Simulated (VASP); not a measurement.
# AlN (Imm2) in VASP: a series of runs

AlN is run at these levels: r2SCAN; tasks: single point.

Everything below comes from runs of VASP 6.6.1. Logs are shortened: lines on timing, memory, paths and dates and some standing lists are left out, and cuts for length are marked.

## Step 1: The cell of the first run

Symmetry: Imm2, No. 44, orthorhombic system. Conventional cell: a = 3.074 Å, b = 3.105 Å, c = 4.370 Å, α = 90.00°, β = 90.00°, γ = 90.00°. Al (site symmetry mm2) has 4 N at 1.89 to 1.90 Å within 2.5 Å. Within 2.5 Å of N (site symmetry mm2) lie 4 Al at 1.89 to 1.90 Å.

## Step 2: Single point, r2SCAN (strain +0.0100 x Voigt [0, 0, 0, 0, 0, 1])

The input, POSCAR:

```
AlN
1.0
    0.0109245031      2.1849006282      2.1849006282
    2.1849006282      0.0109245031      2.1849006282
    2.1958251313      2.1958251313      0.0000000000
Al N
1 1
Direct
    0.0000000000      0.0000000000      0.0000000000
    0.7500000000      0.7500000000      0.7500000000
```

The input, INCAR.step1:

```
SYSTEM = AlN
ALGO     = Normal         ! electronic algorithm
EDIFF    = 1E-4           ! SCF threshold, eV
ENCUT    = 520            ! plane-wave cutoff, eV
GGA      = PE             ! functional
ISMEAR   = 0              ! smearing method
LASPH    = .TRUE.         ! aspherical terms in the spheres
LCHARG   = .FALSE.        ! write CHGCAR
LREAL    = .FALSE.        ! projectors in reciprocal space
LWAVE    = .TRUE.         ! write WAVECAR
NBANDS   = 11             ! bands
NELM     = 80             ! most SCF steps
PREC     = Accurate       ! precision mode
SIGMA    = 0.05           ! smearing width, eV
```

The input, INCAR.step2:

```
SYSTEM = AlN
ALGO     = Normal         ! electronic algorithm
EDIFF    = 1E-7           ! SCF threshold, eV
ENCUT    = 520            ! plane-wave cutoff, eV
ISIF     = 2              ! what is computed and relaxed
ISMEAR   = 0              ! smearing method
ISTART   = 1            
LASPH    = .TRUE.         ! aspherical terms in the spheres
LCHARG   = .FALSE.        ! write CHGCAR
LMIXTAU  = .TRUE.       
LREAL    = .FALSE.        ! projectors in reciprocal space
LWAVE    = .FALSE.        ! write WAVECAR
METAGGA  = R2SCAN         ! meta-GGA
NBANDS   = 11             ! bands
NELM     = 80             ! most SCF steps
PREC     = Accurate       ! precision mode
SIGMA    = 0.05           ! smearing width, eV
```

The input, KPOINTS:

```
k-points
0
G
  10 10 10
  0 0 0
```

Potentials or basis: VASP PAW PBE potentials, release 64 (Al, N).

Started as:

```
> cat potpaw_PBE.64/Al/POTCAR potpaw_PBE.64/N/POTCAR > POTCAR
> cp INCAR.step1 INCAR
> mpirun -np 1 vasp_std > vasp.out
> cp INCAR.step2 INCAR
> mpirun -np 1 vasp_std > vasp.out
```

OUTCAR:

```text
SYSTEM = AlN
   EDIFF = 1E-7
   ENCUT = 520
   ISIF = 2
   ISMEAR = 0
   ISTART = 1
   LASPH = .TRUE.
   LREAL = .FALSE.
   METAGGA = R2SCAN
   NELM = 80
   PREC = Accurate

 ion  position               nearest neighbor table
   1  0.000  0.000  0.000-   2 1.89   2 1.89   2 1.90   2 1.90
   2  0.750  0.750  0.750-   1 1.89   1 1.89   1 1.90   1 1.90

  LATTYP: Found a body centered orthorhombic cell.
 ALAT       =     3.0744665204
 B/A-ratio  =     1.0100502512
 C/A-ratio  =     1.4213201632

  Lattice vectors:

 A1 = (   2.1849006282,   0.0109245031,  -2.1849006282)
 A2 = (  -2.1849006282,  -0.0109245031,  -2.1849006282)
 A3 = (   0.0109245031,   2.1849006282,   2.1849006282)

Analysis of symmetry for initial positions (statically):
=====================================================================
 Subroutine PRICEL returns:
 Original cell was already a primitive cell.

 Routine SETGRP: Setting up the symmetry group for a
 body centered orthorhombic supercell.

 Subroutine GETGRP returns: Found  4 space group operations
 (whereof  4 operations were pure point group operations)
 out of a pool of  8 trial point group operations.

The static configuration has the point symmetry C_2v.

Analysis of symmetry for dynamics (positions and initial velocities):
=====================================================================
 Subroutine PRICEL returns:
 Original cell was already a primitive cell.

 Routine SETGRP: Setting up the symmetry group for a
 body centered orthorhombic supercell.

 Subroutine GETGRP returns: Found  4 space group operations
 (whereof  4 operations were pure point group operations)
 out of a pool of  8 trial point group operations.

The dynamic configuration has the point symmetry C_2v.

 Subroutine INISYM returns: Found  4 space group operations
 (whereof  4 operations are pure point group operations),
 and found     1 'primitive' translations

----------------------------------------------------------------------------------------

                                     Primitive cell

  volume of cell :      20.8600

  direct lattice vectors                    reciprocal lattice vectors
     0.010924503  2.184900628  2.184900628    -0.229993326  0.229993326  0.228843360
     2.184900628  0.010924503  2.184900628     0.229993326 -0.229993326  0.228843360
     2.195825131  2.195825131  0.000000000     0.227704835  0.227704835 -0.228843360

  length of vectors
     3.089935413  3.089935413  3.105365681     0.397697301  0.397697301  0.395054765

  position of ions in fractional coordinates (direct lattice)
     0.000000000  0.000000000  0.000000000
     0.750000000  0.750000000  0.750000000

  ion indices of the primitive-cell ions
   primitive index   ion index
                 1           1
                 2           2

----------------------------------------------------------------------------------------

 KPOINTS: k-points

Automatic generation of k-mesh.
 Grid dimensions read from file:
 generate k-points for:   10   10   10

 Generating k-lattice:

  Cartesian coordinates                     Fractional coordinates (reciprocal lattice)
    -0.022999333  0.022999333  0.022884336     0.100000000  0.000000000  0.000000000
     0.022999333 -0.022999333  0.022884336     0.000000000  0.100000000  0.000000000
     0.022770484  0.022770484 -0.022884336     0.000000000  0.000000000  0.100000000

  Length of vectors
     0.039769730  0.039769730  0.039505476

  Shift w.r.t. Gamma in fractional coordinates (k-lattice)
     0.000000000  0.000000000  0.000000000

 Subroutine IBZKPT returns following result:
 ===========================================

 Found    171 irreducible k-points:

 Following reciprocal coordinates:
            Coordinates               Weight
  0.000000  0.000000  0.000000      1.000000
  0.100000  0.000000  0.000000      4.000000
  0.200000  0.000000  0.000000      4.000000
  0.300000  0.000000  0.000000      4.000000
  0.400000  0.000000  0.000000      4.000000
  0.500000  0.000000  0.000000      2.000000
[... 16 lines left out ...]
  0.300000  0.300000  0.000000      2.000000
  0.400000  0.300000  0.000000      4.000000
 [... further k-points ...]
   k-points           NKPTS =    171   k-points in BZ     NKDIM =    171   number of bands    NBANDS=     11
   number of dos      NEDOS =    301   number of ions     NIONS =      2
   total plane-waves  NPLWV =  13824
   dimension x,y,z NGX =    24 NGY =   24 NGZ =   24
   dimension x,y,z NGXF=    48 NGYF=   48 NGZF=   48
   ions per type =               1   1
   NGX,Y,Z   is equivalent  to a cutoff of  12.91, 12.91, 12.85 a.u.
   NGXF,Y,Z  is equivalent  to a cutoff of  25.83, 25.83, 25.70 a.u.
 SYSTEM =  AlN
   PREC   = accura    normal or accurate (medium, high low for compatibility)
   ISTART =      1    job   : 0-new  1-cont  2-samecut
   ICHARG =      0    charge: 1-file 2-atom 10-const
   ISPIN  =      1    spin polarized calculation?
[... 64 lines left out ...]
      3       5.6811      2.00000
      4       5.7095      2.00000
      5      10.5605      0.00000
      6      19.0527      0.00000
      7      19.1936      0.00000
      8      19.3296      0.00000
      9      24.2049      0.00000
     10      24.2078      0.00000
     11      25.8577      0.00000

 k-point     2 :       0.1000    0.0000    0.0000
  band No.  band energies     occupation
      1      -9.9053      2.00000
      2       4.9017      2.00000
      3       5.6023      2.00000
      4       5.6366      2.00000
      5      11.2135      0.00000
      6      18.8866      0.00000
      7      19.2011      0.00000
      8      19.3843      0.00000
      9      22.9319      0.00000
     10      22.9831      0.00000
     11      25.1221      0.00000

 k-point     3 :       0.2000    0.0000    0.0000
  band No.  band energies     occupation
      1      -9.4864      2.00000
      2       3.2815      2.00000
      3       5.4721      2.00000
      4       5.5008      2.00000
      5      12.3662      0.00000
      6      18.0735      0.00000
      7      19.1188      0.00000
      8      19.2533      0.00000
      9      22.3924      0.00000
     10      22.5181      0.00000
     11      24.2294      0.00000

 k-point     4 :       0.3000    0.0000    0.0000
  band No.  band energies     occupation
      1      -8.8832      2.00000
      2       1.6095      2.00000
      3       5.3229      2.00000
      4       5.3449      2.00000
      5      13.2478      0.00000
      6      17.2849      0.00000
      7      18.3885      0.00000
      8      18.4972      0.00000
      9      23.5546      0.00000
     10      23.7277      0.00000
     11      24.0887      0.00000

 k-point     5 :       0.4000    0.0000    0.0000
  band No.  band energies     occupation
      1      -8.2893      2.00000
      2       0.3146      2.00000
      3       5.2103      2.00000
      4       5.2271      2.00000
      5      13.7014      0.00000
      6      16.7124      0.00000
      7      17.7444      0.00000
      8      17.8523      0.00000
      9      24.6022      0.00000
     10      25.5412      0.00000
     11      25.7372      0.00000
[... 211 lines left out ...]
 k-point    21 :      -0.3000    0.2000    0.0000
  band No.  band energies     occupation
      1      -8.1308      2.00000
      2       1.0541      2.00000
      3       3.4858      2.00000
      4       5.1304      2.00000
      5      14.3412      0.00000
      6      15.5066      0.00000
      7      18.4947      0.00000
      8      18.7245      0.00000
      9      23.0077      0.00000
     10      25.7552      0.00000
     11      28.2670      0.00000

 k-point    22 :      -0.2000    0.2000    0.0000
  band No.  band energies     occupation
      1      -8.6806      2.00000
      2       1.8984      2.00000
      3       3.9983      2.00000
      4       5.4043      2.00000
      5      13.9972      0.00000
      6      16.4308      0.00000
      7      18.0951      0.00000
      8      18.9193      0.00000
      9      21.5005      0.00000
     10      25.3915      0.00000
     11      28.2366      0.00000

 k-point    23 :       0.3000    0.3000    0.0000
  band No.  band energies     occupation
      1      -8.5200      2.00000
      2       2.1337      2.00000
      3       4.3693      2.00000
      4       4.4760      2.00000
      5      11.6829      0.00000
      6      16.2694      0.00000
      7      18.5307      0.00000
      8      21.2230      0.00000
      9      21.3471      0.00000
     10      27.0484      0.00000
     11      30.7500      0.00000

 k-point    24 :       0.4000    0.3000    0.0000
  band No.  band energies     occupation
      1      -8.0669      2.00000
      2       1.4992      2.00000
      3       4.0070      2.00000
      4       4.2008      2.00000
      5      11.2418      0.00000
      6      16.1061      0.00000
      7      18.9768      0.00000
      8      21.3002      0.00000
      9      21.9657      0.00000
     10      28.1018      0.00000
     11      30.5594      0.00000

 [... further k-points ...]

------------------------ aborting loop because EDIFF is reached ----------------------------------------

  FORCE on cell =-STRESS in cart. coord.  units (eV):
  Direction    XX          YY          ZZ          XY          YZ          ZX
  --------------------------------------------------------------------------------------
  -------------------------------------------------------------------------------------
  Total       -0.0471197     -0.0471197     -0.0490660     -0.3087366      0.0000000      0.0000000
  in kB       -3.6190881     -3.6190881     -3.7685774    -23.7128876      0.0000000      0.0000000
  external PRESSURE =      -3.6689178 kB  Pullay stress =       0.0000000 kB

 VOLUME and BASIS-vectors are now :
 -----------------------------------------------------------------------------
  energy-cutoff  :      520.00
  volume of cell :       20.86
      direct lattice vectors                 reciprocal lattice vectors
     0.010924503  2.184900628  2.184900628    -0.229993326  0.229993326  0.228843360
     2.184900628  0.010924503  2.184900628     0.229993326 -0.229993326  0.228843360
     2.195825131  2.195825131  0.000000000     0.227704835  0.227704835 -0.228843360

 POSITION                                       TOTAL-FORCE (eV/Angst)
 -----------------------------------------------------------------------------------
      0.00000      0.00000      0.00000         0.000000      0.000000     -0.087383
      3.29374      3.29374      3.27735         0.000000      0.000000      0.087383
 -----------------------------------------------------------------------------------
    total drift:                               -0.000000     -0.000000      0.001209

  FREE ENERGIE OF THE ION-ELECTRON SYSTEM (eV)
  ---------------------------------------------------
  free  energy   TOTEN  =       -19.1781668966 eV

  energy  without entropy=      -19.1781668966  energy(sigma->0) =      -19.17816690
```

Wall time 2 min (1 thread of Intel Xeon 8259CL, shared host); peak memory 0.17 GiB.

Results:

```yaml
Free_energy: -19.1782 eV
Pressure: -0.4 GPa
Largest_force: 0.087 eV/Å
Band_gap_on_the_k_mesh: 3.90 eV, indirect (least direct gap 4.85 eV)
```

Forces in eV/Å, atoms in the order of the input:
```
Al   0.000  0.000 -0.087
N    0.000  0.000  0.087
```

Stress tensor (GPa, compression positive):
```
-0.36 -2.37  0.00
-2.37 -0.36  0.00
 0.00  0.00 -0.38
```

Caveat: the cell differs from its parent crystal (strain +0.0100 x Voigt [0, 0, 0, 0, 0, 1]); the PAW data sets were made with another functional, which shifts forces and pressure a little. A k mesh can miss the band edges.

## Step 3: Single point, r2SCAN (strain +0.0350 x Voigt [0, 0, 0, 0, 0, 1])

The input, POSCAR:

```
AlN
1.0
    0.0382357610      2.1849006282      2.1849006282
    2.1849006282      0.0382357610      2.1849006282
    2.2231363892      2.2231363892      0.0000000000
Al N
1 1
Direct
    0.0000000000      0.0000000000      0.0000000000
    0.7500000000      0.7500000000      0.7500000000
```

The input, INCAR.step1:

```
  ALGO = Normal
  EDIFF = 1E-4
  ENCUT = 520
  GGA = PE
  ISMEAR = 0
  LASPH = T
  LCHARG = F
  LREAL = F
  LWAVE = T
  NBANDS = 11
  NELM = 60
  PREC = Accurate
  SIGMA = 0.05
```

The input, INCAR.step2:

```
  ALGO = Normal
  EDIFF = 1E-6
  ENCUT = 520
  ISIF = 2
  ISMEAR = 0
  ISTART = 1
  LASPH = T
  LCHARG = F
  LMIXTAU = T
  LREAL = F
  LWAVE = F
  METAGGA = R2SCAN
  NBANDS = 11
  NELM = 60
  PREC = Accurate
  SIGMA = 0.05
```

The input, KPOINTS:

```
k-points
0
Gamma
  10 10 10
```

Potentials or basis: VASP PAW PBE potentials, release 64 (Al, N).

Started as:

```
> cat potpaw_PBE.64/Al/POTCAR potpaw_PBE.64/N/POTCAR > POTCAR
> cp INCAR.step1 INCAR
> mpirun -np 1 vasp_std > vasp.out
> cp INCAR.step2 INCAR
> mpirun -np 1 vasp_std > vasp.out
```

Wall time 1.8 min (1 thread of Intel Xeon 8259CL, shared host); peak memory 0.17 GiB.

The run converged. Its results:

* Free energy: -19.1608 eV
* Pressure: -0.1 GPa
* Largest force: 0.307 eV/Å
* Band gap on the k mesh: 3.81 eV, indirect (least direct gap 4.76 eV)

Forces in eV/Å, atoms in the order of the input:
```
Al   0.000  0.000 -0.307
N    0.000  0.000  0.307
```

Stress tensor (GPa, compression positive):
```
-0.01 -8.31  0.00
-8.31 -0.01  0.00
 0.00  0.00 -0.20
```

Levels at points of the mesh, in eV from the valence-band top:
| k point | band 2 | band 3 | band 4 | band 5 | band 6 | band 7 |
| --- | --- | --- | --- | --- | --- | --- |
| (0.00, 0.00, 0.00) | -0.19 | -0.11 | 0.00 | 4.76 | 12.94 | 13.45 |
| (0.50, 0.00, 0.00) | -5.94 | -0.67 | -0.63 | 7.93 | 10.68 | 11.47 |
| (0.50, 0.50, 0.00) | -5.05 | -2.12 | -1.68 | 3.81 | 9.42 | 15.08 |
| (0.00, 0.00, 0.50) | -6.05 | -0.55 | -0.48 | 8.25 | 10.69 | 11.88 |
| (0.50, 0.00, 0.50) | -5.05 | -1.90 | -1.90 | 3.83 | 9.38 | 15.02 |

Caveat: the cell differs from its parent crystal (strain +0.0350 x Voigt [0, 0, 0, 0, 0, 1]); the PAW data sets were made with another functional, which shifts forces and pressure a little.

## Step 4: Single point, r2SCAN (strain +0.0250 x Voigt [0, 0, 0, 0, 0, 1])

The input, POSCAR:

```
AlN
1.0
    0.0273112579      2.1849006282      2.1849006282
    2.1849006282      0.0273112579      2.1849006282
    2.2122118861      2.2122118861      0.0000000000
Al N
1 1
Direct
    0.0000000000      0.0000000000      0.0000000000
    0.7500000000      0.7500000000      0.7500000000
```

The input, INCAR.step1:

```
SYSTEM = AlN
ALGO = Normal
EDIFF = 1E-4
ENCUT = 520
GGA = PE
ISMEAR = 0
LASPH = .True.
LCHARG = .False.
LREAL = .False.
LWAVE = .True.
NBANDS = 11
NELM = 100
PREC = Accurate
SIGMA = 0.05
```

The input, INCAR.step2:

```
SYSTEM = AlN
ALGO = Normal
EDIFF = 1E-6
ENCUT = 520
ISIF = 2
ISMEAR = 0
ISTART = 1
LASPH = .True.
LCHARG = .False.
LMIXTAU = .True.
LREAL = .False.
LWAVE = .False.
METAGGA = R2SCAN
NBANDS = 11
NELM = 100
PREC = Accurate
SIGMA = 0.05
```

The input, KPOINTS:

```
k-points
0
Gamma
  10 10 10
  0 0 0
```

Started as:

```
> cat potpaw_PBE.64/Al/POTCAR potpaw_PBE.64/N/POTCAR > POTCAR
> cp INCAR.step1 INCAR
> mpirun -np 1 vasp_std > vasp.out
> cp INCAR.step2 INCAR
> mpirun -np 1 vasp_std > vasp.out
```

It took 96 s on 1 thread of Intel Xeon 8259CL, shared host; peak memory 0.16 GiB.

The run converged. Its results:

```
Free energy            : -19.1701 eV
Pressure               : -0.2 GPa
Largest force          : 0.219 eV/Å
Band gap on the k mesh : 3.85 eV, indirect (least direct gap 4.80 eV)
```

Forces in eV/Å, atoms in the order of the input:
```
Al   0.000  0.000 -0.219
N    0.000  0.000  0.219
```

Stress tensor (GPa, compression positive):
```
-0.20 -5.93  0.00
-5.93 -0.20  0.00
 0.00  0.00 -0.30
```

Levels at points of the mesh, in eV from the valence-band top:
| k point | band 1 | band 2 | band 3 | band 4 | band 5 | band 6 | band 7 | band 8 |
| --- | --- | --- | --- | --- | --- | --- | --- | --- |
| (0.00, 0.00, 0.00) | -15.81 | -0.14 | -0.07 | 0.00 | 4.80 | 13.10 | 13.46 | 13.79 |
| (0.50, 0.00, 0.00) | -13.75 | -5.92 | -0.62 | -0.59 | 8.01 | 10.73 | 11.60 | 11.88 |
| (0.50, 0.50, 0.00) | -13.17 | -5.02 | -2.03 | -1.72 | 3.85 | 9.42 | 15.11 | 16.79 |
| (0.00, 0.00, 0.50) | -13.85 | -6.00 | -0.53 | -0.48 | 8.24 | 10.73 | 11.89 | 12.15 |
| (0.50, 0.00, 0.50) | -13.17 | -5.02 | -1.87 | -1.87 | 3.86 | 9.40 | 15.08 | 16.86 |

Caveat: the cell differs from its parent crystal (strain +0.0250 x Voigt [0, 0, 0, 0, 0, 1]); the PAW data sets were made with another functional, which shifts forces and pressure a little. A k mesh can miss the band edges.

## Step 5: Overview

```csv
cell,gap on the mesh (eV),pressure (GPa),largest force (eV/Å)
"a = 3.090, b = 3.090, c = 3.105 Å, angles 59.8, 59.8, 59.7°, 2 atoms",3.90,-0.4,0.09
"a = 3.090, b = 3.090, c = 3.144 Å, angles 59.4, 59.4, 58.8°, 2 atoms",3.81,-0.1,0.31
"a = 3.090, b = 3.090, c = 3.129 Å, angles 59.6, 59.6, 59.2°, 2 atoms",3.85,-0.2,0.22
```

Alike in all rows: task single point; level r2SCAN; potentials or basis VASP PAW PBE potentials, release 64 (Al, N); no spin polarisation; k mesh 10 × 10 × 10; cutoff (eV) 520; smearing gaussian 0.05 eV.

Caveats: the PAW data sets were made with another functional, which shifts forces and pressure a little.

Total energies depend on the potentials used, so only differences within one code and one set of settings carry meaning.
